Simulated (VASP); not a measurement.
# AlCu2 (P-6m2) in VASP: a series of runs

Runs on AlCu2. Level: PBE. Tasks: single point, relaxation of cell and atoms.

Program: VASP 6.6.1. These are calculated values, not measurements. Logs are shortened: lines on timing, memory, paths and dates and some standing lists are left out, and cuts for length are marked.

## 1. The cell of the first run

The structure is hexagonal, space group P-6m2 (No. 187). The conventional cell has a = 2.769 Å, b = 2.769 Å, c = 11.927 Å, α = 90.00°, β = 90.00°, γ = 120.00°. Within 3.4 Å of Al (site symmetry 3m) lie 6 Cu at 2.54 to 2.56 Å and 6 Al at 2.77 Å. Within 3.4 Å of Cu (site symmetry -6m2) lie 12 Cu at 2.55 to 2.77 Å. Cu (site symmetry -6m2) has 6 Al at 2.56 Å and 6 Cu at 2.77 Å within 3.4 Å. Cu (site symmetry 3m) has 3 Al at 2.54 Å and 9 Cu at 2.55 to 2.77 Å within 3.4 Å.

## 2. Single point, PBE

The input, INCAR:

```
  ALGO = Normal
  EDIFF = 1E-7
  ENCUT = 520
  GGA = PE
  ISIF = 2
  ISMEAR = 0
  LASPH = T
  LCHARG = T
  LELF = T
  LREAL = F
  LVHAR = T
  LWAVE = F
  NBANDS = 34
  NELM = 100
  PREC = Accurate
  SIGMA = 0.1
```

The input, KPOINTS:

```
k-points
0
Gamma
  6 6 2
```

The input, POSCAR:

```
AlCu2
1.0
    2.7686180438      0.0000000000      0.0000000000
   -1.3843090219      2.3976935593      0.0000000000
    0.0000000000      0.0000000000     11.9266246604
Al Cu
2 4
Direct
    0.3333333333      0.6666666667      0.8324832874
    0.3333333333      0.6666666667      0.1675167126
    0.3333333333      0.6666666667      0.5000000000
    0.6666666667      0.3333333333      0.0000000000
    0.6666666667      0.3333333333      0.3332021594
    0.6666666667      0.3333333333      0.6667978406
```

Potentials or basis: VASP PAW PBE potentials, release 64 (Al, Cu).

Run with:

```bash
cat potpaw_PBE.64/Al/POTCAR potpaw_PBE.64/Cu/POTCAR > POTCAR
mpirun -np 1 vasp_std > vasp.out
```

OUTCAR:

```text
EDIFF = 1E-7
   ENCUT = 520
   GGA = PE
   ISIF = 2
   ISMEAR = 0
   LASPH = T
   LREAL = F
   NELM = 100
   PREC = Accurate

 ion  position               nearest neighbor table
   1  0.333  0.667  0.832-   6 2.54   6 2.54   6 2.54   4 2.56   4 2.56   4 2.56
   2  0.333  0.667  0.168-   5 2.54   5 2.54   5 2.54   4 2.56   4 2.56   4 2.56
   3  0.333  0.667  0.500-   5 2.55   6 2.55   5 2.55   6 2.55   5 2.55   6 2.55
   4  0.667  0.333  0.000-   1 2.56   2 2.56   1 2.56   2 2.56   1 2.56   2 2.56
   5  0.667  0.333  0.333-   2 2.54   2 2.54   2 2.54   3 2.55   3 2.55   3 2.55
   6  0.667  0.333  0.667-   1 2.54   1 2.54   1 2.54   3 2.55   3 2.55   3 2.55

  LATTYP: Found a hexagonal cell.
 ALAT       =     2.7686180438
 C/A-ratio  =     4.3077898329

  Lattice vectors:

 A1 = (   2.7686180438,   0.0000000000,   0.0000000000)
 A2 = (  -1.3843090219,   2.3976935593,   0.0000000000)
 A3 = (   0.0000000000,   0.0000000000,  11.9266246604)

Analysis of symmetry for initial positions (statically):
=====================================================================
 Subroutine PRICEL returns:
 Original cell was already a primitive cell.

 Routine SETGRP: Setting up the symmetry group for a
 hexagonal supercell.

 Subroutine GETGRP returns: Found 12 space group operations
 (whereof 12 operations were pure point group operations)
 out of a pool of 24 trial point group operations.

The static configuration has the point symmetry D_3h.

Analysis of symmetry for dynamics (positions and initial velocities):
=====================================================================
 Subroutine PRICEL returns:
 Original cell was already a primitive cell.

 Routine SETGRP: Setting up the symmetry group for a
 hexagonal supercell.

 Subroutine GETGRP returns: Found 12 space group operations
 (whereof 12 operations were pure point group operations)
 out of a pool of 24 trial point group operations.

The dynamic configuration has the point symmetry D_3h.

 Subroutine INISYM returns: Found 12 space group operations
 (whereof 12 operations are pure point group operations),
 and found     1 'primitive' translations

----------------------------------------------------------------------------------------

                                     Primitive cell

  volume of cell :      79.1725

  direct lattice vectors                    reciprocal lattice vectors
     2.768618044  0.000000000  0.000000000     0.361191029  0.208533738  0.000000000
    -1.384309022  2.397693559  0.000000000     0.000000000  0.417067476  0.000000000
     0.000000000  0.000000000 11.926624660     0.000000000  0.000000000  0.083846019

  length of vectors
     2.768618044  2.768618044 11.926624660     0.417067476  0.417067476  0.083846019

  position of ions in fractional coordinates (direct lattice)
     0.333333333  0.666666667  0.832483287
     0.333333333  0.666666667  0.167516713
     0.333333333  0.666666667  0.500000000
     0.666666667  0.333333333  0.000000000
     0.666666667  0.333333333  0.333202159
     0.666666667  0.333333333  0.666797841

  ion indices of the primitive-cell ions
   primitive index   ion index
                 1           1
                 2           2
                 3           3
                 4           4
                 5           5
                 6           6

----------------------------------------------------------------------------------------

 KPOINTS: k-points

Automatic generation of k-mesh.
 Grid dimensions read from file:
 generate k-points for:    6    6    2

 Generating k-lattice:

  Cartesian coordinates                     Fractional coordinates (reciprocal lattice)
     0.060198505  0.034755623  0.000000000     0.166666667 -0.000000000  0.000000000
     0.000000000  0.069511246  0.000000000     0.000000000  0.166666667  0.000000000
     0.000000000  0.000000000  0.041923010     0.000000000  0.000000000  0.500000000

  Length of vectors
     0.069511246  0.069511246  0.041923010

  Shift w.r.t. Gamma in fractional coordinates (k-lattice)
     0.000000000  0.000000000  0.000000000

 Subroutine IBZKPT returns following result:
 ===========================================

 Found     14 irreducible k-points:

 Following reciprocal coordinates:
            Coordinates               Weight
  0.000000  0.000000  0.000000      1.000000
  0.166667 -0.000000  0.000000      6.000000
  0.333333 -0.000000  0.000000      6.000000
  0.500000 -0.000000  0.000000      3.000000
  0.166667  0.166667  0.000000      6.000000
  0.333333  0.166667  0.000000     12.000000
  0.333333  0.333333  0.000000      2.000000
  0.000000  0.000000  0.500000      1.000000
  0.166667 -0.000000  0.500000      6.000000
  0.333333 -0.000000  0.500000      6.000000
  0.500000 -0.000000  0.500000      3.000000
  0.166667  0.166667  0.500000      6.000000
  0.333333  0.166667  0.500000     12.000000
  0.333333  0.333333  0.500000      2.000000
[... 34 lines left out ...]
   EFERMI_NEDOS =   21; number of points for ismear=-14 and -15
   IALGO  =     38    algorithm
   IMIX   =      4    mixing-type and parameters
     AMIX     =   0.40;   BMIX     =  1.00
     AMIX_MAG =   1.60;   BMIX_MAG =  1.00
  volume/ion in A,a.u.               =      13.20        89.05
  Fermi-wavevector in a.u.,A,eV,Ry     =   1.404559  2.654232 26.841394  1.972787
  Thomas-Fermi vector in A             =   2.527109
   LORBIT       =      0    0 simple, 1 ext, 2 COOP (PROOUT), +10 PAW based schemes
   GGA     = PE    functional components
   LHFCALC =     F    Hartree Fock is set to
   AEXX    =    0.0000 exact exchange contribution
   IVDW    =     0    specifies the selected vdW correction
   LEPSILON=     F    determine dielectric tensor
   LRPA    =     F    only Hartree local field effects (RPA)
 non-spin polarized calculation
 Gauss-broadening in eV      SIGMA  =   0.10
  energy-cutoff  :      520.00
  volume of cell :       79.17
 maximum number of plane-waves:      2150
 NGX is ok and might be reduce to    24
   NGX = 11   NGY = 11   NGZ = 45

 number of electron      50.0000004 magnetization

 Free energy of the ion-electron system (eV)
  ---------------------------------------------------
  ext. energy  EPLUGINS =         0.00000000
  ---------------------------------------------------
  free energy    TOTEN  =       -22.78855142 eV

  energy without entropy =      -22.78525608  energy(sigma->0) =      -22.78690375

 E-fermi :   7.7876     XC(G=0): -11.7485

 val. band max:        7.6547771022   @ k =   0.3333   0.3333   0.5000
 cond. band min:       7.8429599051   @ k =   0.3333   0.3333   0.0000
 fundamental gap:      0.1881828029
 Fermi energy:         7.7876045408

 k-point     1 :       0.0000    0.0000    0.0000
  band No.  band energies     occupation
      1      -2.8887      2.00000
      2      -2.0607      2.00000
      3      -0.3959      2.00000
      4       1.8065      2.00000
      5       1.8656      2.00000
      6       3.2520      2.00000
[... 26 lines left out ...]
     33      21.1952      0.00000
     34      21.7279      0.00000

 k-point     2 :       0.1667   -0.0000    0.0000
  band No.  band energies     occupation
      1      -2.1765      2.00000
      2      -1.3854      2.00000
      3       0.3421      2.00000
      4       2.3738      2.00000
      5       2.4303      2.00000
      6       3.5366      2.00000
[... 26 lines left out ...]
     33      18.6610      0.00000
     34      18.9987      0.00000

 k-point     3 :       0.3333   -0.0000    0.0000
  band No.  band energies     occupation
      1      -0.1374      2.00000
      2       0.5165      2.00000
      3       2.2492      2.00000
      4       3.2681      2.00000
      5       3.2728      2.00000
      6       3.7732      2.00000
[... 26 lines left out ...]
     33      16.0000      0.00000
     34      16.9257      0.00000
[... 334 lines left out ...]
 k-point    13 :       0.3333    0.1667    0.5000
  band No.  band energies     occupation
      1       1.6878      2.00000
      2       2.0875      2.00000
      3       3.2746      2.00000
      4       3.5289      2.00000
      5       3.6563      2.00000
      6       3.6659      2.00000
[... 26 lines left out ...]
     33      14.5707      0.00000
     34      15.0130      0.00000

 k-point    14 :       0.3333    0.3333    0.5000
  band No.  band energies     occupation
      1       3.4334      2.00000
      2       3.4967      2.00000
      3       3.4975      2.00000
      4       3.5882      2.00000
      5       3.6948      2.00000
      6       3.8194      2.00000
[... 26 lines left out ...]
     33      12.7314      0.00000
     34      14.1648      0.00000

------------------------ aborting loop because EDIFF is reached ----------------------------------------

  FORCE on cell =-STRESS in cart. coord.  units (eV):
  Direction    XX          YY          ZZ          XY          YZ          ZX
  --------------------------------------------------------------------------------------
  -------------------------------------------------------------------------------------
  Total        0.1610575      0.1610575      0.2435681      0.0000000      0.0000000      0.0000000
  in kB        3.2592467      3.2592467      4.9289763      0.0000000      0.0000000      0.0000000
  external PRESSURE =       3.8158232 kB  Pullay stress =       0.0000000 kB

 VOLUME and BASIS-vectors are now :
 -----------------------------------------------------------------------------
  energy-cutoff  :      520.00
  volume of cell :       79.17
      direct lattice vectors                 reciprocal lattice vectors
     2.768618044  0.000000000  0.000000000     0.361191029  0.208533738  0.000000000
    -1.384309022  2.397693559  0.000000000     0.000000000  0.417067476  0.000000000
     0.000000000  0.000000000 11.926624660     0.000000000  0.000000000  0.083846019

 POSITION                                       TOTAL-FORCE (eV/Angst)
 -----------------------------------------------------------------------------------
     -0.00000      1.59846      9.92872         0.000000      0.000000      0.002756
     -0.00000      1.59846      1.99791         0.000000     -0.000000     -0.002756
     -0.00000      1.59846      5.96331         0.000000      0.000000      0.000000
      1.38431      0.79923      0.00000        -0.000000      0.000000      0.000000
      1.38431      0.79923      3.97398        -0.000000     -0.000000      0.006705
      1.38431      0.79923      7.95265        -0.000000      0.000000     -0.006705
 -----------------------------------------------------------------------------------
    total drift:                               -0.000000      0.000000      0.000000

  FREE ENERGIE OF THE ION-ELECTRON SYSTEM (eV)
  ---------------------------------------------------
  free  energy   TOTEN  =       -22.7885514236 eV

  energy  without entropy=      -22.7852560806  energy(sigma->0) =      -22.78690375
```

Run time: 50 s. Hardware: 1 thread of Intel Xeon Platinum 8488C (Sapphire Rapids), shared host; peak memory 0.22 GiB.

What came out:

| Quantity | Value |
| --- | --- |
| Free energy | -22.7886 eV |
| Pressure | 0.4 GPa |
| Largest force | 0.007 eV/Å |
| Band gap on the k mesh | zero (bands 25 and 26 overlap by 2.13 eV) |

Forces in eV/Å, atoms in the order of the input:
```
Al   0.000  0.000  0.003
Al   0.000  0.000 -0.003
Cu   0.000  0.000  0.000
Cu   0.000  0.000  0.000
Cu   0.000  0.000  0.007
Cu   0.000  0.000 -0.007
```

Caveat: the k points lie up to 0.44 Å⁻¹ apart, too coarse for converged energies and pressures of a metal.

## 3. Single point, PBE

This run uses another cell than the first one, of 13.72 Å³/atom.

The input, INCAR:

```
PREC = Accurate ; ENCUT = 520
EDIFF = 1E-6 ; ISMEAR = 0
SIGMA = 0.1 ; LREAL = F
LASPH = T ; NELM = 60
ALGO = Normal ; ISIF = 2
LWAVE = F ; LCHARG = T
GGA = PE ; LELF = T
LVHAR = T ; NBANDS = 34
```

The input, KPOINTS:

```
regular mesh
0
Gamma
  6 6 2
```

The input, POSCAR:

```
AlCu2
1.0
    2.7099790000      0.0000000000      0.0000000000
   -1.3549895000      2.3469106600      0.0000000000
    0.0000000000      0.0000000000     12.9470319100
Al Cu
2 4
Direct
    0.3333333300      0.6666666700      0.8333333300
    0.3333333300      0.6666666700      0.1666666700
    0.3333333300      0.6666666700      0.5000000000
    0.6666666700      0.3333333300      0.0000000000
    0.6666666700      0.3333333300      0.3333333300
    0.6666666700      0.3333333300      0.6666666700
```

Potentials or basis: VASP PAW PBE potentials, release 64 (Al, Cu).

Run with:

```bash
cat potpaw_PBE.64/Al/POTCAR potpaw_PBE.64/Cu/POTCAR > POTCAR
mpirun -np 1 vasp_std > vasp.out
```

Wall time 42 s (1 thread of Intel Xeon Platinum 8488C (Sapphire Rapids), shared host); peak memory 0.19 GiB.

Results (log left out):

```yaml
Free_energy: -22.5613 eV
Pressure: -5.2 GPa
Largest_force: 0.173 eV/Å
Band_gap_on_the_k_mesh: zero (bands 25 and 26 overlap by 1.79 eV)
```

Forces in eV/Å, atoms in the order of the input:
```
Al   0.000  0.000 -0.173
Al   0.000  0.000  0.173
Cu   0.000  0.000  0.000
Cu   0.000  0.000  0.000
Cu   0.000  0.000 -0.059
Cu   0.000  0.000  0.059
```

Stress tensor (GPa, compression positive):
```
 -2.59   0.00   0.00
  0.00  -2.59   0.00
  0.00   0.00 -10.36
```

Levels at points of the mesh, in eV from the Fermi level:
```tsv
k point	band 22	band 23	band 24	band 25	band 26	band 27	band 28	band 29
(0.00, 0.00, 0.00)	-2.00	-2.00	-1.81	-1.55	-1.55	0.75	4.85	6.42
(0.50, 0.00, 0.00)	-1.48	-1.24	-1.20	-0.51	0.85	1.42	1.70	2.43
(0.00, 0.00, 0.50)	-2.31	-2.00	-2.00	-1.55	-1.55	1.95	3.03	8.59
(0.50, 0.00, 0.50)	-1.30	-1.24	-1.05	-0.51	0.55	1.45	1.61	2.69
```

Caveat: the k points lie up to 0.45 Å⁻¹ apart, too coarse for converged energies and pressures of a metal.

## 4. Relaxation of cell and atoms, PBE

This run uses another cell than the first one, of 13.72 Å³/atom.

The input, INCAR:

```
SYSTEM = AlCu2
PREC = Accurate
ENCUT = 600
EDIFF = 1E-6
ISMEAR = 0
SIGMA = 0.1
LREAL = .False.
LASPH = .True.
NELM = 100
ALGO = Normal
ISIF = 3
LWAVE = .False.
LCHARG = .False.
GGA = PE
IBRION = 2
NSW = 90
EDIFFG = -0.04
```

The input, KPOINTS:

```
regular mesh
0
Gamma
  6 6 2
  0 0 0
```

POSCAR is that of step 3.

Run with:

```bash
cat potpaw_PBE.64/Al/POTCAR potpaw_PBE.64/Cu/POTCAR > POTCAR
mpirun -np 1 vasp_std > vasp.out
```

Run time: 4.6 min. Hardware: 1 thread of Intel Xeon Platinum 8488C (Sapphire Rapids), shared host; peak memory 0.25 GiB.

Results (log left out):

```yaml
Free_energy: -22.7903 eV
Relaxed_volume: 13.24 Å³/atom
Relaxed_cell: a = 2.772 Å, b = 2.772 Å, c = 11.942 Å, α = 90.00°, β = 90.00°, γ = 120.00°
Space_group_after_relaxing_to_0.1_Å: P-6m2 (No. 187)
Energy_gained_by_relaxing: 38.1 meV/atom
Ionic_steps: 11
Pressure_after_relaxing: 0.0 GPa
Largest_force_after_relaxing: 0.032 eV/Å
Band_gap_on_the_k_mesh: zero (bands 25 and 26 overlap by 2.12 eV)
```

Forces on the atoms (eV/Å):
```
Al   0.000  0.000  0.032
Al   0.000  0.000 -0.032
Cu   0.000  0.000  0.000
Cu   0.000  0.000  0.000
Cu   0.000  0.000  0.006
Cu   0.000  0.000 -0.006
```

Step by step:
```
step  energy change (eV)  largest force (eV/Å)  pressure (GPa)  volume (Å³)
   1              0.0000                0.1735           -5.14        82.34
   2             -0.1354                0.1374            2.35        77.18
   3             -0.1354                0.1396            1.87        77.33
   4             -0.1885                0.0304            1.56        77.85
   5             -0.2129                0.2368            1.54        78.69
   6             -0.2202                0.1596            1.42        78.39
   7             -0.2206                0.1769            1.47        78.45
   8             -0.2257                0.0569           -1.33        80.23
   9             -0.2277                0.0961           -0.29        79.62
  10             -0.2277                0.0977           -0.19        79.60
  11             -0.2287                0.0323            0.02        79.45
```

Final structure:
```cif
data_structure
_symmetry_space_group_name_H-M 'P 1'
_symmetry_Int_Tables_number 1
_cell_length_a 2.7717
_cell_length_b 2.7717
_cell_length_c 11.9421
_cell_angle_alpha 90.000
_cell_angle_beta 90.000
_cell_angle_gamma 120.000
_cell_volume 79.45
loop_
_atom_site_label
_atom_site_type_symbol
_atom_site_fract_x
_atom_site_fract_y
_atom_site_fract_z
_atom_site_occupancy
Al1 Al 0.33333 0.66667 0.83214 1
Al2 Al 0.33333 0.66667 0.16786 1
Cu1 Cu 0.33333 0.66667 0.50000 1
Cu2 Cu 0.66667 0.33333 0.00000 1
Cu3 Cu 0.66667 0.33333 0.33336 1
Cu4 Cu 0.66667 0.33333 0.66664 1
```

Levels at points of the mesh, in eV from the Fermi level:
| k point | band 23 | band 24 | band 25 | band 26 | band 27 | band 28 |
| --- | --- | --- | --- | --- | --- | --- |
| (0.00, 0.00, 0.00) | -2.22 | -1.82 | -1.82 | -1.12 | 2.16 | 6.92 |
| (0.50, 0.00, 0.00) | -1.57 | -1.33 | -0.86 | 0.41 | 1.57 | 1.69 |
| (0.00, 0.00, 0.50) | -2.22 | -2.04 | -1.82 | -1.82 | 3.59 | 4.78 |
| (0.50, 0.00, 0.50) | -1.40 | -1.23 | -0.77 | 0.25 | 1.36 | 1.43 |

Caveat: the k points lie up to 0.44 Å⁻¹ apart in the final cell, too coarse for converged energies and pressures of a metal.

## 5. Single point, PBE

This run uses another cell than the first one, of 13.10 Å³/atom.

The input, INCAR:

```
PREC = Accurate
ENCUT = 520
EDIFF = 1E-6
ISMEAR = 0
SIGMA = 0.1
LREAL = F
LASPH = T
NELM = 80
ALGO = Fast
ISIF = 2
LWAVE = F
LCHARG = T
GGA = PE
LELF = T
LVHAR = T
NBANDS = 34
```

The input, KPOINTS:

```
Automatic mesh
0
Gamma
  18 18 4
```

The input, POSCAR:

```
AlCu2
1.0
    2.7224965196      0.0000000000      0.0000000000
   -1.3612482598      2.3577511476      0.0000000000
    0.0000000000      0.0000000000     12.2495699660
Al Cu
2 4
Direct
    0.3333333333      0.6666666667      0.8306831060
    0.3333333333      0.6666666667      0.1693168940
    0.3333333333      0.6666666667      0.5000000000
    0.6666666667      0.3333333333      0.0000000000
    0.6666666667      0.3333333333      0.3342606434
    0.6666666667      0.3333333333      0.6657393566
```

Run with:

```bash
cat potpaw_PBE.64/Al/POTCAR potpaw_PBE.64/Cu/POTCAR > POTCAR
mpirun -np 1 vasp_std > vasp.out
```

It took 3.6 min on 1 thread of Intel Xeon Platinum 8488C (Sapphire Rapids), shared host; peak memory 0.35 GiB.

It converged, with:

```yaml
Free_energy: -22.8920 eV
Pressure: 0.4 GPa
Largest_force: 0.009 eV/Å
Band_gap_on_the_k_mesh: zero (bands 25 and 26 overlap by 2.79 eV)
```

Forces in eV/Å, atoms in the order of the input:
```
Al   0.000  0.000  0.009
Al   0.000  0.000 -0.009
Cu   0.000  0.000  0.000
Cu   0.000  0.000  0.000
Cu   0.000  0.000  0.007
Cu   0.000  0.000 -0.007
```

Stress tensor (GPa, compression positive):
```
0.28 0.00 0.00
0.00 0.28 0.00
0.00 0.00 0.48
```

Levels at points of the mesh, in eV from the Fermi level:
```
           k point  band 22  band 23  band 24  band 25  band 26  band 27  band 28  band 29
(0.00, 0.00, 0.00)    -2.33    -2.33    -1.89    -1.89    -1.69     1.35     5.85     7.68
(0.50, 0.00, 0.00)    -1.76    -1.64    -1.47    -0.92     0.44     1.36     1.42     2.25
(0.00, 0.00, 0.50)    -2.44    -2.33    -2.33    -1.89    -1.89     2.64     3.91     9.92
(0.50, 0.00, 0.50)    -1.64    -1.57    -1.33    -0.91     0.22     1.25     1.28     2.59
```

## 6. The runs side by side

```tsv
task	cell	k mesh	cutoff (eV)	gap on the mesh (eV)	pressure (GPa)	largest force (eV/Å)
single point	a = 2.769, b = 2.769, c = 11.927 Å, angles 90.0, 90.0, 120.0°, 6 atoms, atomic positions A	6 × 6 × 2	520	none	0.4	0.01
single point	a = 2.710, b = 2.710, c = 12.947 Å, angles 90.0, 90.0, 120.0°, 6 atoms, atomic positions B	6 × 6 × 2	520	none	-5.2	0.17
relaxation of cell and atoms	relaxed from a = 2.710, b = 2.710, c = 12.947 Å, angles 90.0, 90.0, 120.0°, 6 atoms, atomic positions B	6 × 6 × 2	600	none	0.0	0.03
single point	a = 2.722, b = 2.722, c = 12.250 Å, angles 90.0, 90.0, 120.0°, 6 atoms, atomic positions C	18 × 18 × 4	520	none	0.4	0.01
```

Alike in all rows: level PBE; potentials or basis VASP PAW PBE potentials, release 64 (Al, Cu); no spin polarisation; smearing gaussian 0.1 eV.

Caveats: some runs use coarse meshes.

Absolute energies hang on the potentials; compare differences alone.
